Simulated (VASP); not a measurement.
# CuO in VASP: single point with PBE+U

Aim: the single point of CuO with PBE+U.

Everything below comes from runs of VASP 6.6.1. Logs are shortened: lines on timing, memory, paths and dates and some standing lists are left out, and cuts for length are marked.

### 1 The cell of the first run

The typed cell holds 8 atoms: a = 5.993 Å, b = 2.949 Å, c = 6.571 Å, α = 116.18°, β = 63.92°, γ = 89.76°.

### 2 Single point, PBE+U, collinear spin

INCAR

```
SYSTEM = CuO
PREC = Accurate
ENCUT = 520
EDIFF = 1E-6
ISMEAR = 0
SIGMA = 0.05
LREAL = .False.
LASPH = .True.
NELM = 150
ALGO = Normal
ISIF = 2
LWAVE = .False.
LCHARG = .False.
ISPIN = 2
MAGMOM = 1 1 -1 -1 0 0 0 0
LORBIT = 11
LMAXMIX = 4
LDAU = .True.
LDAUTYPE = 2
LDAUL = 2 -1
LDAUU = 4 0
LDAUJ = 0 0
LDAUPRINT = 1
GGA = PE
NBANDS = 48
```

KPOINTS

```
Automatic mesh
0
Gamma
  5 5 5
  0 0 0
```

POSCAR

```
CuO
1.0
    1.6747185356      2.0760605409      5.3668804025
    2.0872091954     -2.0760605409      0.1652846499
    2.0872091954      6.2281816227      0.1652846499
Cu O
4 4
Direct
    0.0000000000      0.2500000000      0.2500000000
    0.5000000000      0.2500000000     -0.2500000000
    0.0000000000      0.7500000000      0.7500000000
    0.5000000000      0.7500000000      0.2500000000
    0.2500000000      0.6250176333      0.1249823667
    0.7500000000      0.3749823667     -0.1249823667
    0.2500000000      1.1250176333      0.6249823667
    0.7500000000      0.8749823667      0.3750176333
```

Potentials or basis: VASP PAW PBE potentials, release 64 (Cu, O).

Started as:

```console
> cat potpaw_PBE.64/Cu/POTCAR potpaw_PBE.64/O/POTCAR > POTCAR
> mpirun -np 1 vasp_std > vasp.out
```

OUTCAR:

```text
SYSTEM = CuO
   PREC = Accurate
   ENCUT = 520
   EDIFF = 1E-6
   ISMEAR = 0
   LREAL = .False.
   LASPH = .True.
   NELM = 150
   ISIF = 2
   ISPIN = 2
   LORBIT = 11
   GGA = PE

 ion  position               nearest neighbor table
   1  0.000  0.250  0.250-   8 1.97   5 1.97   8 1.97   5 1.97
   2  0.500  0.250  0.750-   5 1.97   8 1.97   7 1.97   6 1.97
   3  0.000  0.750  0.750-   6 1.97   7 1.97   7 1.97   6 1.97
   4  0.500  0.750  0.250-   6 1.97   7 1.97   5 1.97   8 1.97
   5  0.250  0.625  0.125-   1 1.97   2 1.97   4 1.97   1 1.97
   6  0.750  0.375  0.875-   3 1.97   4 1.97   2 1.97   3 1.97
   7  0.250  0.125  0.625-   3 1.97   4 1.97   2 1.97   3 1.97
   8  0.750  0.875  0.375-   1 1.97   2 1.97   4 1.97   1 1.97

  LATTYP: Found a triclinic cell.
 ALAT       =     2.9485231236
 B/A-ratio  =     2.8456183449
 C/A-ratio  =     2.2436409809
 COS(alpha) =     0.0039197733
 COS(beta)  =     0.4532643298
 COS(gamma) =     0.6998055691

  Lattice vectors:

 A1 = (  -2.0872091954,   2.0760605409,  -0.1652846499)
 A2 = (  -1.6747185356,   6.2281816227,  -5.3668804025)
 A3 = (  -6.2616275862,  -2.0760605409,  -0.4958539497)

Analysis of symmetry for initial positions (statically):
=====================================================================
 Subroutine PRICEL returns following result:

  LATTYP: Found a base centered monoclinic cell.
 ALAT       =     4.1874867120
 B/A-ratio  =     0.9915544496
 C/A-ratio  =     1.2460757243
 COS(beta)  =    -0.0001107886
[... 12 lines left out ...]
 Subroutine GETGRP returns: Found  2 space group operations
 (whereof  2 operations were pure point group operations)
 out of a pool of  2 trial point group operations.

The static configuration has the point symmetry S_2 .

Analysis of symmetry for dynamics (positions and initial velocities):
=====================================================================
 Subroutine PRICEL returns following result:

  LATTYP: Found a base centered monoclinic cell.
 ALAT       =     4.1874867120
 B/A-ratio  =     0.9915544496
 C/A-ratio  =     1.2460757243
 COS(beta)  =    -0.0001107886
[... 12 lines left out ...]
 Subroutine GETGRP returns: Found  2 space group operations
 (whereof  2 operations were pure point group operations)
 out of a pool of  2 trial point group operations.

The dynamic configuration has the point symmetry S_2 .

Analysis of structural, dynamic, and magnetic symmetry:
=====================================================================
 Subroutine PRICEL returns following result:

  LATTYP: Found a base centered monoclinic cell.
 ALAT       =     4.1874867120
 B/A-ratio  =     0.9915544496
 C/A-ratio  =     1.2460757243
 COS(beta)  =    -0.0001107886
[... 12 lines left out ...]
 Subroutine GETGRP returns: Found  2 space group operations
 (whereof  2 operations were pure point group operations)
 out of a pool of  2 trial point group operations.

The overall configuration has the point symmetry S_2 .

 Subroutine INISYM returns: Found  2 space group operations
 (whereof  2 operations are pure point group operations),
 and found     2 'primitive' translations

----------------------------------------------------------------------------------------

                                     Primitive cell

  volume of cell :      45.3619

  direct lattice vectors                    reciprocal lattice vectors
     2.087209195 -2.076060541  0.165284650     0.238059371 -0.240840761  0.018878296
     2.087209195  2.076060541  0.165284650     0.238059371  0.240840761  0.018878296
    -0.412490660  0.000000000  5.201595753    -0.015129034  0.000000000  0.191048952

[... 97 lines left out ...]
   PSTRESS=    0.0 pullay stress
   NELECT =      68.0000    total number of electrons
   NUPDOWN=      -1.0000    fix difference up-down
   EMIN   =  10.00;   EMAX   =-10.00  energy-range for DOS
   EFERMI =   0.00;   METHOD = LEGACY
   ISMEAR =     0;   SIGMA  =   0.05  broadening in eV -4-tet -1-fermi 0-gaus
   EFERMI_NEDOS =   21; number of points for ismear=-14 and -15
   IALGO  =     38    algorithm
   IMIX   =      4    mixing-type and parameters
     AMIX     =   0.40;   BMIX     =  1.00
     AMIX_MAG =   1.60;   BMIX_MAG =  1.00
  volume/ion in A,a.u.               =      11.34        76.53
  Fermi-wavevector in a.u.,A,eV,Ry     =   1.487090  2.810193 30.088437  2.211438
  Thomas-Fermi vector in A             =   2.600295
   LORBIT       =     11    0 simple, 1 ext, 2 COOP (PROOUT), +10 PAW based schemes
 LDA+U is selected, type is set to LDAUTYPE =  2
   angular momentum for each species LDAUL =     2   -1
   U (eV)           for each species LDAUU =   4.0  0.0
   J (eV)           for each species LDAUJ =   0.0  0.0
   GGA     = PE    functional components
   LHFCALC =     F    Hartree Fock is set to
   AEXX    =    0.0000 exact exchange contribution
   IVDW    =     0    specifies the selected vdW correction
   LEPSILON=     F    determine dielectric tensor
   LRPA    =     F    only Hartree local field effects (RPA)
 spin polarized calculation
 Gauss-broadening in eV      SIGMA  =   0.05
  energy-cutoff  :      520.00
  volume of cell :       90.72
 maximum number of plane-waves:      2471
 NGX is ok and might be reduce to    48
   NGX = 23   NGY = 11   NGZ = 25

 number of electron      68.0000034 magnetization      -0.0000000

atom =   1  type =  1  l = 2

 onsite density matrix

spin component  1
[... 116 lines left out ...]
  o =  0.4307  v = -0.0498  0.7017  0.0772  0.7042 -0.0566  0.0000  0.0000  0.0000  0.0000  0.0000      0.0000  0.0000  0.0000  0.0000  0.0000  0.0000  0.0000  0.0000  0.0000  0.0000
  o =  0.9395  v =  0.8887  0.0732  0.4488 -0.0588  0.0059  0.0000  0.0000  0.0000  0.0000  0.0000      0.0000  0.0000  0.0000  0.0000  0.0000  0.0000  0.0000  0.0000  0.0000  0.0000
  o =  0.9464  v =  0.0000  0.0000  0.0000  0.0000  0.0000  0.8877  0.0659  0.4507 -0.0669  0.0062      0.0000  0.0000  0.0000  0.0000  0.0000  0.0000  0.0000  0.0000  0.0000  0.0000
  o =  0.9653  v =  0.0450 -0.5262  0.0666  0.4633 -0.7085  0.0000  0.0000  0.0000  0.0000  0.0000      0.0000  0.0000  0.0000  0.0000  0.0000  0.0000  0.0000  0.0000  0.0000  0.0000
  o =  0.9675  v =  0.0000  0.0000  0.0000  0.0000  0.0000  0.0389 -0.5247  0.0757  0.5668  0.6294      0.0000  0.0000  0.0000  0.0000  0.0000  0.0000  0.0000  0.0000  0.0000  0.0000
  o =  0.9709  v =  0.0346 -0.4741  0.0682  0.5240  0.7034  0.0000  0.0000  0.0000  0.0000  0.0000      0.0000  0.0000  0.0000  0.0000  0.0000  0.0000  0.0000  0.0000  0.0000  0.0000
  o =  0.9725  v =  0.0000  0.0000  0.0000  0.0000  0.0000 -0.0410  0.4760 -0.0602 -0.4092  0.7751      0.0000  0.0000  0.0000  0.0000  0.0000  0.0000  0.0000  0.0000  0.0000  0.0000
  o =  0.9762  v =  0.4523  0.0222 -0.8852  0.1068 -0.0011  0.0000  0.0000  0.0000  0.0000  0.0000      0.0000  0.0000  0.0000  0.0000  0.0000  0.0000  0.0000  0.0000  0.0000  0.0000
  o =  0.9773  v =  0.0000  0.0000  0.0000  0.0000  0.0000  0.4491  0.0891 -0.8716  0.1750 -0.0063      0.0000  0.0000  0.0000  0.0000  0.0000  0.0000  0.0000  0.0000  0.0000  0.0000
  o =  1.0120  v =  0.0000  0.0000  0.0000  0.0000  0.0000  0.0841 -0.6970 -0.1669 -0.6900  0.0552      0.0000  0.0000  0.0000  0.0000  0.0000  0.0000  0.0000  0.0000  0.0000  0.0000

 number of electron      68.0000032 magnetization       0.0000000

 Free energy of the ion-electron system (eV)
  ---------------------------------------------------
  ext. energy  EPLUGINS =         0.00000000
  ---------------------------------------------------
  free energy    TOTEN  =       -34.65495334 eV

  energy without entropy =      -34.65495334  energy(sigma->0) =      -34.65495334

 E-fermi :   4.4257     XC(G=0): -11.1287

 val. band max:        4.1524084674   @ k =   0.0000   0.0000   0.0000
 cond. band min:       4.7527090463   @ k =   0.0000   0.4000   0.2000
 fundamental gap:      0.6003005789
 Fermi energy:         4.4257217457

 spin component 1

 k-point     1 :       0.0000    0.0000    0.0000
  band No.  band energies     occupation
      1     -14.7673      1.00000
      2     -13.9303      1.00000
      3     -13.6805      1.00000
      4     -13.3929      1.00000
      5      -3.5091      1.00000
      6      -2.5876      1.00000
[... 2345 lines left out ...]
     45      15.5743      0.00000
     46      15.8061      0.00000

 [... further k-points ...]

 [bands above 46 left out]

------------------------ aborting loop because EDIFF is reached ----------------------------------------

  FORCE on cell =-STRESS in cart. coord.  units (eV):
  Direction    XX          YY          ZZ          XY          YZ          ZX
  --------------------------------------------------------------------------------------
  -------------------------------------------------------------------------------------
  Total       -1.5128867     -1.4250937     -2.0610862     -0.1241674      0.2494312      0.3122360
  in kB      -26.7174905    -25.1670712    -36.3986621     -2.1927890      4.4049410      5.5140687
  external PRESSURE =     -29.4277413 kB  Pullay stress =       0.0000000 kB

 VOLUME and BASIS-vectors are now :
 -----------------------------------------------------------------------------
  energy-cutoff  :      520.00
  volume of cell :       90.72
      direct lattice vectors                 reciprocal lattice vectors
     1.674718536  2.076060541  5.366880402    -0.015129034  0.000000000  0.191048952
     2.087209195 -2.076060541  0.165284650     0.364653573 -0.120420380 -0.067207031
     2.087209195  6.228181623  0.165284650     0.126594202  0.120420380 -0.086085328

 POSITION                                       TOTAL-FORCE (eV/Angst)
 -----------------------------------------------------------------------------------
      1.04360      1.03803      0.08264         0.000000     -0.000000      0.000000
      2.92457      5.19015      2.84872         0.000000      0.000000     -0.000000
      3.13081      3.11409      0.24793        -0.000000      0.000000      0.000000
      2.92457      1.03803      2.84872        -0.000000      0.000000     -0.000000
      1.98409     -0.00015      1.46568         0.027929      0.039359      0.132693
      3.86505      6.22833      4.23177        -0.027929     -0.039359     -0.132693
      1.98409      4.15197      1.46568         0.027929      0.039359      0.132693
      3.86505      2.07621      4.23177        -0.027929     -0.039359     -0.132693
 -----------------------------------------------------------------------------------
    total drift:                                0.000000     -0.000000      0.000000

  FREE ENERGIE OF THE ION-ELECTRON SYSTEM (eV)
  ---------------------------------------------------
  free  energy   TOTEN  =       -34.6549533392 eV

  energy  without entropy=      -34.6549533392  energy(sigma->0) =      -34.65495334

 total charge

# of ion       s       p       d       tot
------------------------------------------
    1        0.379   0.370   9.143   9.891
    2        0.379   0.370   9.138   9.887
    3        0.379   0.370   9.143   9.891
    4        0.379   0.370   9.138   9.887
    5        1.561   3.408   0.000   4.969
    6        1.561   3.408   0.000   4.969
    7        1.561   3.408   0.000   4.969
    8        1.561   3.408   0.000   4.969
--------------------------------------------------
tot          7.760  15.111  36.562  59.433

 magnetization (x)

# of ion       s       p       d       tot
------------------------------------------
    1       -0.007  -0.002   0.600   0.590
    2       -0.003  -0.004   0.593   0.586
    3        0.007   0.002  -0.600  -0.590
    4        0.003   0.004  -0.593  -0.586
    5        0.009   0.138   0.000   0.147
    6       -0.009  -0.138   0.000  -0.147
    7       -0.009  -0.138   0.000  -0.147
    8        0.009   0.138   0.000   0.147
--------------------------------------------------
tot          0.000   0.000   0.000   0.000
```

Run time: 23 min. Hardware: 1 thread of Oxide Virtual Turin-like, shared host; peak memory 0.47 GiB.

Results:

```
Free energy                                           : -34.6550 eV
Pressure                                              : -2.9 GPa
Largest force                                         : 0.141 eV/Å
Band gap on the k mesh                                : 0.60 eV
Net moment                                            : 0.00 μB per cell
Site moments                                          : Cu +0.59, -0.59 (each value once); O +0.15, -0.15 (each value once) μB
Valence electrons inside the program's atomic spheres : Cu 9.89; O 4.97
```

Forces in eV/Å, atoms in the order of the input:
```
Cu   0.000  0.000  0.000
Cu   0.000  0.000  0.000
Cu   0.000  0.000  0.000
Cu   0.000  0.000  0.000
O    0.028  0.039  0.133
O   -0.028 -0.039 -0.133
O    0.028  0.039  0.133
O   -0.028 -0.039 -0.133
```

Stress tensor (GPa, compression positive):
```
-2.67 -0.22  0.55
-0.22 -2.52  0.44
 0.55  0.44 -3.64
```

Levels at points of the mesh, in eV from the valence-band top:
Spin up:
```
           k point  band 30  band 31  band 32  band 33  band 34  band 35  band 36  band 37  band 38  band 39
(0.00, 0.00, 0.00)    -2.50    -1.95    -1.71    -0.63     0.00     1.45     1.56     1.83     4.88     6.16
```
Spin down:
| k point | band 32 | band 33 | band 34 | band 35 | band 36 | band 37 |
| --- | --- | --- | --- | --- | --- | --- |
| (0.00, 0.00, 0.00) | -1.71 | -0.63 | 0.00 | 1.45 | 1.56 | 1.83 |

Eigenvalues of the final occupation matrices:
| site | spin | trace | eigenvalues |
| --- | --- | --- | --- |
| site 1 d | 1 | 4.88 | 0.95 0.97 0.97 0.98 1.02 |
| site 1 d | 2 | 4.28 | 0.43 0.94 0.97 0.97 0.98 |
| site 2 d | 1 | 4.88 | 0.95 0.97 0.97 0.98 1.01 |
| site 2 d | 2 | 4.28 | 0.43 0.94 0.97 0.97 0.98 |
| site 3 d | 1 | 4.28 | 0.43 0.94 0.97 0.97 0.98 |
| site 3 d | 2 | 4.88 | 0.95 0.97 0.97 0.98 1.02 |
| site 4 d | 1 | 4.28 | 0.43 0.94 0.97 0.97 0.98 |
| site 4 d | 2 | 4.88 | 0.95 0.97 0.97 0.98 1.01 |

Caveat: the k points lie up to 0.43 Å⁻¹ apart; semilocal functionals underestimate gaps, and a narrow one can read as zero. A k mesh can miss the band edges.
